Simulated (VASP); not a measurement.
Here is a VASP 6.6.1 calculation.

The input POSCAR:

```
Si
1.0
    0.0000000000      1.9552000261      1.9552000261
    1.9552000261      0.0000000000      1.9552000261
    1.9552000261      1.9552000261      0.0000000000
Si
1
Direct
    0.0000000000      0.0000000000      0.0000000000
```

INCAR.step1

```
PREC = Accurate
ENCUT = 520
ISMEAR = 0
SIGMA = 0.1
LREAL = False
LASPH = True
NELM = 60
NBANDS = 8
GGA = PE
ALGO = Normal
EDIFF = 1E-4
LWAVE = True
LCHARG = False
```

The input INCAR.step2:

```
PREC = Accurate
ENCUT = 520
EDIFF = 1E-7
ISMEAR = 0
SIGMA = 0.1
LREAL = False
LASPH = True
NELM = 60
ALGO = Normal
ISIF = 2
LWAVE = False
LCHARG = False
METAGGA = R2SCAN
LMIXTAU = True
NBANDS = 8
ISTART = 1
```

Contents of KPOINTS:

```
regular mesh
0
Gamma
  18 18 18
```

Potentials or basis: VASP PAW PBE potentials, release 64 (Si).

Command:

```console
$ cat potpaw_PBE.64/Si/POTCAR > POTCAR
$ cp INCAR.step1 INCAR
$ mpirun -np 1 vasp_std > vasp.out
$ cp INCAR.step2 INCAR
$ mpirun -np 1 vasp_std > vasp.out
```

Question: Estimate the band gap on the k mesh.

Answer: Zero (band 2 reaches 21.34 eV, above the bottom of band 3 at 6.83 eV).

Question: Predict the pressure.

Answer: -5.2 GPa.

Caveat: the cell differs from its parent crystal (functional r2SCAN, strained); the PAW data sets were made with another functional, which shifts forces and pressure a little.
